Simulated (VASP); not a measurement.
Input of a VASP 6.6.1 run:

The input INCAR:

```
  PREC = Accurate
  ENCUT = 520
  EDIFF = 1E-7
  ISMEAR = 0
  SIGMA = 0.05
  LREAL = F
  LASPH = T
  NELM = 100
  ALGO = Normal
  ISIF = 2
  LWAVE = F
  LCHARG = F
  GGA = PS
  NBANDS = 20
```

Contents of KPOINTS:

```
regular mesh
0
Gamma
  12 12 2
```

The input POSCAR:

```
WSe2
1.0
    3.2702526784      0.0000000000      0.0000000000
   -1.6351263392      2.8321218963      0.0000000000
    0.0000000000      0.0000000000     16.6612169706
W Se
1 2
Direct
    0.0000000000      0.0000000000     -0.0060019625
    0.3333333333      0.6666666667      0.1003992721
    0.3333333333      0.6666666667      0.8996007279
```

Potentials or basis: VASP PAW PBE potentials, release 64 (W_sv, Se).

Command:

```console
$ cat potpaw_PBE.64/W_sv/POTCAR potpaw_PBE.64/Se/POTCAR > POTCAR
$ mpirun -np 1 vasp_std > vasp.out
```

Question: Predict the largest force.

Answer: 2.986 eV/Å.

Question: Predict the band gap on the k mesh.

Answer: 1.63 eV (least direct gap 1.70 eV).

Forces in eV/Å, atoms in the order of the input:
```
W    0.000  0.000  2.986
Se   0.000  0.000 -1.257
Se   0.000  0.000 -1.729
```

Caveat: the cell differs from its parent crystal (all W atoms moved -0.100 Å, as atom 1 along Cartesian [0 0 1]); there is no dipole correction, which matters where the two faces differ; the PAW data sets were made with another functional, which shifts forces and pressure a little; spin-orbit coupling is left out, which moves the levels of the heavy elements.
